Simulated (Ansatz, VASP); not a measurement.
**Two plane-wave programs on SiC**

The input POSCAR:

```
SiC
1.0
    0.0000000000      2.1780523525      2.1780523525
    2.1780523525      0.0000000000      2.1780523525
    2.1780523525      2.1780523525      0.0000000000
Si C
1 1
Direct
    0.0000000000      0.0000000000      0.0000000000
    0.2500000000      0.2500000000      0.2500000000
```

The input INCAR.step1:

```
PREC = Accurate
ENCUT = 1000
EDIFF = 1E-5
ISMEAR = 0
SIGMA = 0.01
LREAL = F
LASPH = T
NELM = 120
ALGO = Normal
ISIF = 2
LWAVE = T
NBANDS = 11
GGA = PE
GGA_COMPAT = F
```

File INCAR.step2:

```
PREC = Accurate
ENCUT = 1000
EDIFF = 1E-6
ISMEAR = 0
SIGMA = 0.01
LREAL = F
LASPH = T
NELM = 120
ALGO = Normal
ISIF = 2
LWAVE = F
LCHARG = T
GGA = PE
LHFCALC = T
AEXX = 1.0
ALDAC = 0.0
AGGAC = 0.0
PRECFOCK = Normal
LELF = T
LVHAR = T
NBANDS = 11
ISTART = 1
GGA_COMPAT = F
```

KPOINTS

```
regular mesh
0
Gamma
  8 8 8
```

Input for Ansatz:

```yaml
crystal:
  lattice:
    - [0.0, 2.1780523525, 2.1780523525]
    - [2.1780523525, 0.0, 2.1780523525]
    - [2.1780523525, 2.1780523525, 0.0]
  atoms:
    - { symbol: Si, position: [0.0, 0.0, 0.0] }
    - { symbol: C, position: [0.25, 0.25, 0.25] }
kpoints:
  mp_grid: { grid: [8, 8, 8] }
  band_path:
    path:
      - [0.0, 0.0, 0.0]
      - [-0.5, -0.5, 0.0]
      - [-0.375, -0.375, 0.25]
      - [-0.375, 0.0, 0.375]
      - [0.0, 0.0, 0.5]
      - [-0.5, -0.25, 0.25]
      - [0.0, 0.5, 0.5]
    npoints: 1
hamiltonian:
  xc: hf
scf:
  occupations: { method: fixed }
  n_extra_bands: 4
output:
  forces: true
  stress: true
  eigenvalues: true
  write_density: true
  write_potential: true
  elf: true
  volumetric_format: npy
```

Alike in both runs: task single point; functional HF; k mesh 8 × 8 × 8; no spin polarisation.

|  | VASP | Ansatz |
| --- | --- | --- |
| version | VASP 6.6.1 | Ansatz 0.2.0 |
| potentials or method | VASP PAW PBE potentials, release 64 (Si, C_h) | plane waves, PAW |
| plane-wave cutoff (eV) | 1000 | 420 |
| occupations | gaussian, width 0.01 eV | fixed |
| valence electrons in the cell | 8 | 8 |

Ansatz gave:

- gap on the k mesh at the Fermi level (eV): 8.66

Problem. Estimate VASP's values.

Solution. gap on the k mesh at the Fermi level (eV): 8.72.

VASP's potentials were made for PBE, not for HF. Ansatz's warnings: stress exchange threshold loose, stress scf threshold loose.
